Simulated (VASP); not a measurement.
Runs of VASP 6.6.1 on Hf4C. The structure is that of space group P-3m1 (No. 164), or close to it. The cells are those of the table. 

| task | cell | k mesh | cutoff (eV) | smearing | gap on the mesh (eV) | pressure (GPa) | largest force (eV/Å) |
| --- | --- | --- | --- | --- | --- | --- | --- |
| single point | a = 3.252, b = 3.252, c = 10.402 Å, angles 90.0, 90.0, 120.0°, 5 atoms | 6 × 6 × 2 | 600 | gaussian 0.1 eV | none | -1.0 | 0.03 |
| single point | a = 3.248, b = 3.248, c = 10.364 Å, angles 90.0, 90.0, 120.0°, 5 atoms | 12 × 12 × 4 | 520 | gaussian 0.1 eV | none | (a) | 0.06 |
| relaxation of cell and atoms | relaxed from a = 3.200, b = 3.200, c = 10.000 Å, angles 90.0, 90.0, 120.0°, 5 atoms | 6 × 6 × 2 | 600 | gaussian 0.2 eV | none | 0.0 | 0.07 |
| single point | a = 3.278, b = 3.278, c = 10.479 Å, angles 90.0, 90.0, 120.0°, 5 atoms | 12 × 12 × 4 | 520 | gaussian 0.1 eV | none | -4.0 | 0.06 |
| single point | a = 3.252, b = 3.252, c = 10.402 Å, angles 90.0, 90.0, 120.0°, 5 atoms | 6 × 6 × 2 | 520 | gaussian 0.2 eV | none | -1.0 | 0.04 |
| single point | a = 3.151, b = 3.151, c = 10.020 Å, angles 90.0, 90.0, 120.0°, 5 atoms | 12 × 12 × 4 | 520 | gaussian 0.1 eV | none | 13.4 | 0.05 |
| single point | a = 3.117, b = 3.117, c = 9.899 Å, angles 90.0, 90.0, 120.0°, 5 atoms | 12 × 12 × 4 | 520 | gaussian 0.1 eV | none | (b) | 0.04 |
| single point | a = 3.216, b = 3.216, c = 10.250 Å, angles 90.0, 90.0, 120.0°, 5 atoms | 12 × 12 × 4 | 520 | gaussian 0.1 eV | none | 3.5 | 0.05 |
| single point | a = 3.184, b = 3.184, c = 10.136 Å, angles 90.0, 90.0, 120.0°, 5 atoms | 12 × 12 × 4 | 520 | gaussian 0.1 eV | none | 8.1 | 0.05 |

Alike in all rows: level PBE; potentials or basis VASP PAW PBE potentials, release 64 (Hf_pv, C); no spin polarisation.

Q: Estimate the missing entries.

A: (a) -0.5; (b) 19.4.

Caveats: some runs use coarse meshes; spin-orbit coupling is left out, which moves the levels of the heavy elements; the relaxation stopped at a loose force limit of 0.08 eV/Å, so its end isn't a converged minimum (some runs).

A k mesh can miss the band edges, and the runs leave out spin-orbit coupling on Hf.

A gap of «none» marks levels without a gap at the run's occupations.
